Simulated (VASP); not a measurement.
The system is Cu.

```xyz
1
Lattice="-1.4212 1.4212 1.3967 1.4212 -1.4212 1.3967 1.4212 1.4212 -1.3967" Properties=species:S:1:pos:R:3 pbc="T T T"
Cu    0.0000    0.0000    0.0000
```

This cell differs from its parent crystal: strain -0.015 along x and y, +0.015 along z.

Base run:

* Program: VASP 6.6.1
* Functional: PBEsol
* Potentials or basis: VASP PAW PBE potentials, release 64 (Cu)
* Cutoff: 520 eV
* k mesh: 24 × 24 × 24
* Occupations: gaussian, width 0.15 eV
* Spin: no spin polarisation

Its results: pressure 2.0 GPa.

**Question.** The run is repeated on the same cell with these changes: potentials or basis from VASP PAW PBE potentials, release 64 (Cu) to VASP PAW PBE potentials, release 64 (Cu_sv_GW); cutoff from 520 eV to 700 eV; further incar settings from ALGO = Fast; EDIFF = 1e-06; NBANDS = 12 to ALGO = Normal; EDIFF = 1e-06; NBANDS = 16; valence electrons from 11 to 19. What comes out?

**Answer.** Pressure -3.0 GPa.

Caveats: the PAW data sets were made with another functional, which shifts forces and pressure a little.
